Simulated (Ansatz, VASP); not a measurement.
MgB2: VASP beside Ansatz

```
CELL_PARAMETERS angstrom
3.08500 -0.04628 -0.04628
-1.58258 2.69483 -0.01694
-0.05285 -0.05285 3.52300
ATOMIC_POSITIONS crystal
Mg 0.00000 0.00000 0.00000
B 0.33333 0.66667 0.50000
B 0.66667 0.33333 0.50000
```

Change from the starting cell: equal xy, yz and zx shear strains of -3 %.

Alike in both runs: task single point; functional PBE; k mesh 12 × 12 × 9; occupations fermi-dirac, width 0.05 eV; no spin polarisation.

```csv
,VASP,Ansatz
version,VASP 6.6.1,Ansatz 0.2.0
potentials or method,"VASP PAW PBE potentials, release 64 (Mg, B), cutoff 520 eV","all-electron LAPW, scalar-relativistic"
```

|  | VASP | Ansatz | Ansatz less VASP |
| --- | --- | --- | --- |
| pressure (GPa) | -0.9 | -0.7 | +0.21 |
| traceless stress, the component that is largest in VASP (GPa) | 5.97 | 5.96 | -0.016 |
| rms of the force components (eV/Å) | 0.031 | 0.031 | -0.0005 |

Atom by atom the forces differ by 0.000 eV/Å (rms over components). Ansatz ran all-electron here, and VASP with PAW potentials.
